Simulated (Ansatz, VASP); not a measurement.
SnSe in VASP and in Ansatz

INCAR

```
ALGO = Normal
EDIFF = 1E-7
ENCUT = 520
GGA = PE
ISIF = 2
ISMEAR = -1
LASPH = True
LCHARG = False
LREAL = False
LWAVE = False
NBANDS = 50
NELM = 80
PREC = Accurate
SIGMA = 0.02
```

Contents of KPOINTS:

```
k-points
0
Gamma
  2 6 6
```

Contents of POSCAR:

```
SnSe
1.0
   11.6218653487      0.0000000000      0.0000000000
    0.0000000000      4.0881790884      0.0000000000
    0.0000000000      0.0000000000      4.7494050109
Sn Se
4 4
Direct
    0.6192902571      0.7500000000      0.3732801857
    0.8807097429      0.2500000000      0.8732801857
    0.3807097429      0.2500000000      0.6267198143
    0.1192902571      0.7500000000      0.1267198143
    0.1478683915      0.2500000000      0.5108248340
    0.6478683915      0.2500000000      0.9891751660
    0.3521316085      0.7500000000      0.0108248340
    0.8521316085      0.7500000000      0.4891751660
```

Input for Ansatz:

```yaml
crystal:
  lattice:
    - [11.6218653487, 0.0, 0.0]
    - [0.0, 4.0881790884, 0.0]
    - [0.0, 0.0, 4.7494050109]
  atoms:
    - { symbol: Sn, position: [0.6192902571, 0.75, 0.3732801857] }
    - { symbol: Sn, position: [0.8807097429, 0.25, 0.8732801857] }
    - { symbol: Sn, position: [0.3807097429, 0.25, 0.6267198143] }
    - { symbol: Sn, position: [0.1192902571, 0.75, 0.1267198143] }
    - { symbol: Se, position: [0.1478683915, 0.25, 0.510824834] }
    - { symbol: Se, position: [0.6478683915, 0.25, 0.989175166] }
    - { symbol: Se, position: [0.3521316085, 0.75, 0.010824834] }
    - { symbol: Se, position: [0.8521316085, 0.75, 0.489175166] }
kpoints:
  mp_grid: { grid: [2, 6, 6] }
  band_path:
    path:
      - [0.0, 0.0, 0.0]
      - [0.5, 0.0, 0.0]
      - [0.5, 0.5, 0.0]
      - [0.0, 0.5, 0.0]
      - [0.0, 0.0, 0.5]
      - [0.5, 0.0, 0.5]
      - [0.5, 0.5, 0.5]
      - [0.0, 0.5, 0.5]
      - [0.0, 0.3333333333, 0.0]
      - [0.0, 0.0, 0.3125]
      - [0.0, 0.338542, 0.0]
    npoints: 1
hamiltonian:
  xc: pbe
scf:
  occupations: { method: fermi_dirac, width: 0.02 }
  n_extra_bands: 6
output:
  forces: true
  stress: true
  eigenvalues: true
```

Change from the starting cell: epitaxial_xy strain -1.0%.

Alike in both runs: task single point; functional PBE; k mesh 2 × 6 × 6; occupations fermi-dirac, width 0.02 eV; no spin polarisation.

|  | VASP | Ansatz |
| --- | --- | --- |
| version | VASP 6.6.1 | Ansatz 0.2.0 |
| potentials or method | VASP PAW PBE potentials, release 64 (Sn_d, Se) | plane waves, PAW |
| plane-wave cutoff (eV) | 520 | 420 |
| valence electrons in the cell | 80 | 120 |

```tsv
	VASP	Ansatz	Ansatz less VASP
pressure (GPa)	1.5	1.4	-0.04
traceless stress, the component that is largest in VASP (GPa)	-0.44	-0.44	-0.002
rms of the force components (eV/Å)	0.134	0.125	-0.0096
```

Atom by atom the forces differ by 0.010 eV/Å (rms over components). VASP's potentials hold 80 valence electrons a cell and Ansatz's 120, so a difference there can come from the potentials and not from the codes.
